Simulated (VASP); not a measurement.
# NbP (CsCl type) (Pm-3m) in VASP: a series of runs

Runs on NbP (CsCl type). Level: PBE. Tasks: single point, relaxation of cell and atoms.

Program: VASP 6.6.1. These are calculated values, not measurements. Logs are shortened: lines on timing, memory, paths and dates and some standing lists are left out, and cuts for length are marked.

**1. The cell of the first run**

It takes space group Pm-3m (No. 221, cubic). Conventional cell: a = 3.057 Å, b = 3.057 Å, c = 3.057 Å, α = 90.00°, β = 90.00°, γ = 90.00°. Within 3.5 Å of Nb (site symmetry m-3m) lie 8 P at 2.65 Å and 6 Nb at 3.06 Å. P (site symmetry m-3m) has 8 Nb at 2.65 Å and 6 P at 3.06 Å within 3.5 Å.

**2. Single point, PBE (volume scaled by 0.95)**

INCAR reads:

```
PREC = Accurate ; ENCUT = 520
EDIFF = 1E-6 ; ISMEAR = -1
SIGMA = 0.1 ; LREAL = F
LASPH = T ; NELM = 60
ALGO = Normal ; ISIF = 2
LWAVE = F ; LCHARG = F
GGA = PE ; NBANDS = 16
```

KPOINTS reads:

```
Automatic mesh
0
Gamma
  13 13 13
```

POSCAR reads:

```
NbP
1.0
    3.0573106360      0.0000000000      0.0000000000
    0.0000000000      3.0573106360      0.0000000000
    0.0000000000      0.0000000000      3.0573106360
Nb P
1 1
Direct
    0.0000000000      0.0000000000      0.0000000000
    0.5000000000      0.5000000000      0.5000000000
```

Potentials or basis: VASP PAW PBE potentials, release 64 (Nb_sv, P).

Started as:

```bash
> cat potpaw_PBE.64/Nb_sv/POTCAR potpaw_PBE.64/P/POTCAR > POTCAR
> mpirun -np 1 vasp_std > vasp.out
```

OUTCAR:

```text
PREC = Accurate
   ENCUT = 520
   EDIFF = 1E-6
   ISMEAR = -1
   LREAL = F
   LASPH = T
   NELM = 60
   ISIF = 2
   GGA = PE

 ion  position               nearest neighbor table
   1  0.000  0.000  0.000-   2 2.65   2 2.65   2 2.65   2 2.65   2 2.65   2 2.65   2 2.65   2 2.65

   2  0.500  0.500  0.500-   1 2.65   1 2.65   1 2.65   1 2.65   1 2.65   1 2.65   1 2.65   1 2.65

  LATTYP: Found a simple cubic cell.
 ALAT       =     3.0573106360

  Lattice vectors:

 A1 = (   3.0573106360,   0.0000000000,   0.0000000000)
 A2 = (   0.0000000000,   3.0573106360,   0.0000000000)
 A3 = (   0.0000000000,   0.0000000000,   3.0573106360)

Analysis of symmetry for initial positions (statically):
=====================================================================
 Subroutine PRICEL returns:
 Original cell was already a primitive cell.

 Routine SETGRP: Setting up the symmetry group for a
 simple cubic supercell.

 Subroutine GETGRP returns: Found 48 space group operations
 (whereof 48 operations were pure point group operations)
 out of a pool of 48 trial point group operations.

The static configuration has the point symmetry O_h .

Analysis of symmetry for dynamics (positions and initial velocities):
=====================================================================
 Subroutine PRICEL returns:
 Original cell was already a primitive cell.

 Routine SETGRP: Setting up the symmetry group for a
 simple cubic supercell.

 Subroutine GETGRP returns: Found 48 space group operations
 (whereof 48 operations were pure point group operations)
 out of a pool of 48 trial point group operations.

The dynamic configuration has the point symmetry O_h .

 Subroutine INISYM returns: Found 48 space group operations
 (whereof 48 operations are pure point group operations),
 and found     1 'primitive' translations

----------------------------------------------------------------------------------------

                                     Primitive cell

  volume of cell :      28.5771

  direct lattice vectors                    reciprocal lattice vectors
     3.057310636  0.000000000  0.000000000     0.327084853  0.000000000  0.000000000
     0.000000000  3.057310636  0.000000000     0.000000000  0.327084853  0.000000000
     0.000000000  0.000000000  3.057310636     0.000000000  0.000000000  0.327084853

  length of vectors
     3.057310636  3.057310636  3.057310636     0.327084853  0.327084853  0.327084853

  position of ions in fractional coordinates (direct lattice)
     0.000000000  0.000000000  0.000000000
     0.500000000  0.500000000  0.500000000

  ion indices of the primitive-cell ions
   primitive index   ion index
                 1           1
                 2           2

----------------------------------------------------------------------------------------

 KPOINTS: Automatic mesh

Automatic generation of k-mesh.
 Grid dimensions read from file:
 generate k-points for:   13   13   13

 Generating k-lattice:

  Cartesian coordinates                     Fractional coordinates (reciprocal lattice)
     0.025160373  0.000000000  0.000000000     0.076923077  0.000000000  0.000000000
     0.000000000  0.025160373  0.000000000     0.000000000  0.076923077  0.000000000
     0.000000000  0.000000000  0.025160373     0.000000000  0.000000000  0.076923077

  Length of vectors
     0.025160373  0.025160373  0.025160373

  Shift w.r.t. Gamma in fractional coordinates (k-lattice)
     0.000000000  0.000000000  0.000000000

 Subroutine IBZKPT returns following result:
 ===========================================

 Found     84 irreducible k-points:

 Following reciprocal coordinates:
            Coordinates               Weight
  0.000000  0.000000  0.000000      1.000000
  0.076923  0.000000  0.000000      6.000000
  0.153846  0.000000  0.000000      6.000000
  0.230769  0.000000  0.000000      6.000000
  0.307692  0.000000  0.000000      6.000000
  0.384615  0.000000  0.000000      6.000000
[... 16 lines left out ...]
  0.307692  0.307692  0.000000     12.000000
  0.384615  0.307692  0.000000     24.000000
 [... further k-points ...]
   k-points           NKPTS =     84   k-points in BZ     NKDIM =     84   number of bands    NBANDS=     16
   number of dos      NEDOS =    301   number of ions     NIONS =      2
   total plane-waves  NPLWV =  13824
   dimension x,y,z NGX =    24 NGY =   24 NGZ =   24
   dimension x,y,z NGXF=    48 NGYF=   48 NGZF=   48
   ions per type =               1   1
   NGX,Y,Z   is equivalent  to a cutoff of  13.05, 13.05, 13.05 a.u.
   NGXF,Y,Z  is equivalent  to a cutoff of  26.10, 26.10, 26.10 a.u.
 SYSTEM =  unknown system
   PREC   = accura    normal or accurate (medium, high low for compatibility)
   ISTART =      0    job   : 0-new  1-cont  2-samecut
   ICHARG =      2    charge: 1-file 2-atom 10-const
   ISPIN  =      1    spin polarized calculation?
   LNONCOLLINEAR =      F non collinear calculations
   LSORBIT =      F    spin-orbit coupling
   LASPH  =      T    aspherical Exc in radial PAW
   ENCUT  =  520.0 eV  38.22 Ry    6.18 a.u.   5.68  5.68  5.68*2*pi/ulx,y,z
   NELM   =     60;   NELMIN=  2; NELMDL= -5     # of ELM steps
   EDIFF  = 0.1E-05   stopping-criterion for ELM
   LREAL  =      F    real-space projection
   EDIFFG = 0.1E-04   stopping-criterion for IOM
   NSW    =      0    number of steps for IOM
   IBRION =     -1    ionic relax: 0-MD 1-quasi-New 2-CG
   NFREE  =      0    steps in history (QN), initial steepest desc. (CG)
   ISIF   =      2    stress and relaxation
   ISYM   =      2    0-nonsym 1-usesym 2-fastsym
   POTIM  = 0.5000    time-step for ionic-motion
   TEBEG  =    0.0;   TEEND  =   0.0 temperature during run
   PSTRESS=    0.0 pullay stress
   NELECT =      18.0000    total number of electrons
   NUPDOWN=      -1.0000    fix difference up-down
   EMIN   =  10.00;   EMAX   =-10.00  energy-range for DOS
   EFERMI =   0.00;   METHOD = LEGACY
   ISMEAR =    -1;   SIGMA  =   0.10  broadening in eV -4-tet -1-fermi 0-gaus
   EFERMI_NEDOS =   21; number of points for ismear=-14 and -15
   IALGO  =     38    algorithm
   IMIX   =      4    mixing-type and parameters
     AMIX     =   0.40;   BMIX     =  1.00
     AMIX_MAG =   1.60;   BMIX_MAG =  1.00
  volume/ion in A,a.u.               =      14.29        96.42
  Fermi-wavevector in a.u.,A,eV,Ry     =   1.403329  2.651907 26.794384  1.969332
  Thomas-Fermi vector in A             =   2.526002
   LORBIT       =      0    0 simple, 1 ext, 2 COOP (PROOUT), +10 PAW based schemes
   GGA     = PE    functional components
[... 5 lines left out ...]
 non-spin polarized calculation
  energy-cutoff  :      520.00
  volume of cell :       28.58
 maximum number of plane-waves:       787
 NGX is ok and might be reduce to    24
   NGX = 11   NGY = 11   NGZ = 11

 number of electron      17.9999996 magnetization

 Free energy of the ion-electron system (eV)
  ---------------------------------------------------
  ext. energy  EPLUGINS =         0.00000000
  ---------------------------------------------------
  free energy    TOTEN  =       -16.90777737 eV

  energy without entropy =      -16.86795636  energy(sigma->0) =      -16.88786687

 E-fermi :  12.8210     XC(G=0): -12.6733

 val. band max:       12.8198920262   @ k =   0.2308   0.1538   0.1538
 cond. band min:      12.8232208892   @ k =   0.4615   0.3846   0.0000
 fundamental gap:      0.0033288630
 Fermi energy:        12.8209795651

 k-point     1 :       0.0000    0.0000    0.0000
  band No.  band energies     occupation
      1     -42.2834      2.00000
      2     -18.1408      2.00000
      3     -18.1408      2.00000
      4     -18.1408      2.00000
      5      -1.0268      2.00000
      6       9.3352      2.00000
[... 8 lines left out ...]
     15      22.7661      0.00000
     16      22.7661      0.00000

 k-point     2 :       0.0769    0.0000    0.0000
  band No.  band energies     occupation
      1     -42.2804      2.00000
      2     -18.1771      2.00000
      3     -18.1375      2.00000
      4     -18.1375      2.00000
      5      -0.9230      2.00000
      6       9.2286      2.00000
[... 8 lines left out ...]
     15      22.3142      0.00000
     16      23.0150      0.00000

 k-point     3 :       0.1538    0.0000    0.0000
  band No.  band energies     occupation
      1     -42.2719      2.00000
      2     -18.2766      2.00000
      3     -18.1283      2.00000
      4     -18.1283      2.00000
      5      -0.6206      2.00000
      6       8.7780      2.00000
[... 8 lines left out ...]
     15      21.2737      0.00000
     16      23.9053      0.00000

 k-point     4 :       0.2308    0.0000    0.0000
  band No.  band energies     occupation
      1     -42.2600      2.00000
      2     -18.4141      2.00000
      3     -18.1152      2.00000
      4     -18.1152      2.00000
      5      -0.1449      2.00000
      6       7.9095      2.00000
[... 8 lines left out ...]
     15      21.4472      0.00000
     16      25.4338      0.00000

 k-point     5 :       0.3077    0.0000    0.0000
  band No.  band energies     occupation
      1     -42.2472      2.00000
      2     -18.5568      2.00000
      3     -18.1014      2.00000
      4     -18.1014      2.00000
      5       0.4606      2.00000
      6       6.8357      2.00000
[... 8 lines left out ...]
     15      21.5364      0.00000
     16      24.3336      0.00000

 k-point     6 :       0.3846    0.0000    0.0000
  band No.  band energies     occupation
      1     -42.2367      2.00000
      2     -18.6727      2.00000
      3     -18.0898      2.00000
      4     -18.0898      2.00000
      5       1.1142      2.00000
      6       5.8063      2.00000
[... 8 lines left out ...]
     15      21.3272      0.00000
     16      22.9631      0.00000

 k-point     7 :       0.4615    0.0000    0.0000
  band No.  band energies     occupation
      1     -42.2307      2.00000
      2     -18.7372      2.00000
      3     -18.0833      2.00000
      4     -18.0833      2.00000
      5       1.6193      2.00000
      6       5.0987      2.00000
[... 8 lines left out ...]
     15      20.9162      0.00000
     16      21.9137      0.00000

 k-point     8 :       0.0769    0.0769    0.0000
  band No.  band energies     occupation
      1     -42.2773      2.00000
      2     -18.1771      2.00000
      3     -18.1701      2.00000
      4     -18.1342      2.00000
      5      -0.8216      2.00000
      6       9.2354      2.00000
[... 8 lines left out ...]
     15      22.2885      0.00000
     16      22.8808      0.00000

 k-point     9 :       0.1538    0.0769    0.0000
  band No.  band energies     occupation
      1     -42.2689      2.00000
      2     -18.2729      2.00000
      3     -18.1635      2.00000
      4     -18.1250      2.00000
      5      -0.5265      2.00000
      6       8.8351      2.00000
[... 8 lines left out ...]
     15      21.6984      0.00000
     16      23.6623      0.00000
[... 172 lines left out ...]
 k-point    19 :       0.2308    0.2308    0.0000
  band No.  band energies     occupation
      1     -42.2370      2.00000
      2     -18.3930      2.00000
      3     -18.3626      2.00000
      4     -18.0905      2.00000
      5       0.5277      2.00000
      6       7.9311      2.00000
[... 8 lines left out ...]
     15      23.3864      0.00000
     16      24.3637      0.00000

 k-point    20 :       0.3077    0.2308    0.0000
  band No.  band energies     occupation
      1     -42.2245      2.00000
      2     -18.5165      2.00000
      3     -18.3568      2.00000
      4     -18.0770      2.00000
      5       0.9570      2.00000
      6       7.2237      2.00000
[... 8 lines left out ...]
     15      22.3577      0.00000
     16      24.3492      0.00000

 k-point    21 :       0.3846    0.2308    0.0000
  band No.  band energies     occupation
      1     -42.2141      2.00000
      2     -18.6274      2.00000
      3     -18.3413      2.00000
      4     -18.0658      2.00000
      5       1.3771      2.00000
      6       6.5183      2.00000
[... 8 lines left out ...]
     15      21.2980      0.00000
     16      24.5048      0.00000

 k-point    22 :       0.4615    0.2308    0.0000
  band No.  band energies     occupation
      1     -42.2082      2.00000
      2     -18.6894      2.00000
      3     -18.3323      2.00000
      4     -18.0595      2.00000
      5       1.6569      2.00000
      6       6.0846      2.00000
[... 8 lines left out ...]
     15      20.3784      0.00000
     16      24.0972      0.00000

 k-point    23 :       0.3077    0.3077    0.0000
  band No.  band energies     occupation
      1     -42.2121      2.00000
      2     -18.5058      2.00000
      3     -18.4795      2.00000
      4     -18.0638      2.00000
      5       1.2474      2.00000
      6       7.2028      2.00000
[... 8 lines left out ...]
     15      22.3367      0.00000
     16      25.0239      0.00000

 k-point    24 :       0.3846    0.3077    0.0000
  band No.  band energies     occupation
      1     -42.2019      2.00000
      2     -18.6028      2.00000
      3     -18.4731      2.00000
      4     -18.0529      2.00000
      5       1.5066      2.00000
      6       6.9508      2.00000
[... 8 lines left out ...]
     15      22.0530      0.00000
     16      25.8125      0.00000

 [... further k-points ...]
[... 5 lines left out ...]
  --------------------------------------------------------------------------------------
  -------------------------------------------------------------------------------------
  Total        1.8788389      1.8788389      1.8788389     -0.0000000     -0.0000000      0.0000000
  in kB      105.3371149    105.3371149    105.3371149     -0.0000000     -0.0000000      0.0000000
  external PRESSURE =     105.3371149 kB  Pullay stress =       0.0000000 kB

 VOLUME and BASIS-vectors are now :
 -----------------------------------------------------------------------------
  energy-cutoff  :      520.00
  volume of cell :       28.58
      direct lattice vectors                 reciprocal lattice vectors
     3.057310636  0.000000000  0.000000000     0.327084853  0.000000000  0.000000000
     0.000000000  3.057310636  0.000000000     0.000000000  0.327084853  0.000000000
     0.000000000  0.000000000  3.057310636     0.000000000  0.000000000  0.327084853

 POSITION                                       TOTAL-FORCE (eV/Angst)
 -----------------------------------------------------------------------------------
      0.00000      0.00000      0.00000         0.000000      0.000000      0.000000
      1.52866      1.52866      1.52866         0.000000      0.000000      0.000000
 -----------------------------------------------------------------------------------
    total drift:                                0.000000      0.000000      0.000000

  FREE ENERGIE OF THE ION-ELECTRON SYSTEM (eV)
  ---------------------------------------------------
  free  energy   TOTEN  =       -16.9077773733 eV

  energy  without entropy=      -16.8679563626  energy(sigma->0) =      -16.88786687
```

Run time: 14 s. Hardware: 1 thread of Intel Xeon 6975P-C, shared host; peak memory 0.17 GiB.

Results:

| Quantity | Value |
| --- | --- |
| Free energy | -16.9078 eV |
| Pressure | 10.5 GPa |
| Band gap on the k mesh | zero (band 9 reaches 15.96 eV, above the bottom of band 10 at 12.32 eV) |

(Part 1 of 2 ends here.)
